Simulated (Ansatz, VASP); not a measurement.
This is a calculation of As for VASP 6.6.1.

File POSCAR:

```
As
1.0
   -2.7036817400      0.0000000000     -2.7036817400
    0.0000000000     -2.7036817400     -2.7036817400
   -2.7036817400     -2.7036817400      0.0000000000
As
2
Direct
    0.2763515400      0.2271399200      0.2568997100
    0.7236484600      0.7728600800      0.7431002900
```

Contents of INCAR.step1:

```
PREC = Accurate ; ENCUT = 520
EDIFF = 1E-5 ; ISMEAR = -1
SIGMA = 0.05 ; LREAL = False
LASPH = True ; NELM = 60
ALGO = Normal ; ISIF = 2
LWAVE = True ; NBANDS = 12
GGA = PE
```

File INCAR.step2:

```
PREC = Accurate ; ENCUT = 520
EDIFF = 1E-6 ; ISMEAR = -1
SIGMA = 0.05 ; LREAL = False
LASPH = True ; NELM = 60
ALGO = Normal ; ISIF = 2
LWAVE = False ; LCHARG = True
GGA = PE ; LHFCALC = True
AEXX = 0.25 ; HFSCREEN = 0.15
PRECFOCK = Normal ; LELF = True
LVHAR = True ; NBANDS = 12
ISTART = 1
```

KPOINTS

```
regular mesh
0
Gamma
  5 5 5
```

Potentials or basis: VASP PAW PBE potentials, release 64 (As).

Run with:

```console
$ cat potpaw_PBE.64/As/POTCAR > POTCAR
$ cp INCAR.step1 INCAR
$ mpirun -np 1 vasp_std > vasp.out
$ cp INCAR.step2 INCAR
$ mpirun -np 1 vasp_std > vasp.out
```

**Question.** Set up the same calculation for Ansatz 0.2.0. Potentials there: Ansatz PAW.

**Answer.** As run (the cutoff follows the program's own potentials):

The input input.yaml:

```yaml
crystal:
  lattice:
    - [-2.70368174, 0.0, -2.70368174]
    - [0.0, -2.70368174, -2.70368174]
    - [-2.70368174, -2.70368174, 0.0]
  atoms:
    - { symbol: As, position: [0.27635154, 0.22713992, 0.25689971] }
    - { symbol: As, position: [0.72364846, 0.77286008, 0.74310029] }
hamiltonian:
  xc:
    exchange: pbe
    correlation: pbe
    exx: { coeff: 0.25, omega: 0.15 }
  pseudopotentials: { kind: paw }
kpoints:
  mp_grid: { grid: [5, 5, 5] }
scf:
  occupations: { method: fermi_dirac, width: 0.05 }
output:
  forces: true
  stress: true
  eigenvalues: true
```

Potentials or basis: Ansatz PAW.

Launch:

```bash
$ ansatz run input.yaml --threads 2 --pin off --max-ram 5632MiB --backend cpu --events-out ev --progress --plain --runs-dir out
```

Both were run:

|  | VASP | Ansatz | Ansatz less VASP |
| --- | --- | --- | --- |
| gap on the k mesh at the Fermi level (eV) | 0.24 | 0.23 | -0.003 |
| least direct gap on the mesh (eV) | 0.47 | 0.46 | -0.008 |
| pressure (GPa) | 0.4 | 0.9 | +0.48 |
| traceless stress, the component that is largest in VASP (GPa) | -1.95 | -1.94 | +0.011 |
| rms of the force components (eV/Å) | 0.594 | 0.587 | -0.0063 |

VASP's potentials were made for PBE, not for PBE-based screened hybrid. Atom by atom the forces differ by 0.007 eV/Å (rms over components). With one functional, cell and mesh, what is left measures potentials, basis and numerics. VASP's potentials hold 10 valence electrons a cell and Ansatz's 30, so a difference there can come from the potentials and not from the codes.

Noted on Ansatz's run: odd divisions of the mesh miss points on the zone boundary, where band edges often lie, so the gap on the mesh can be too wide.
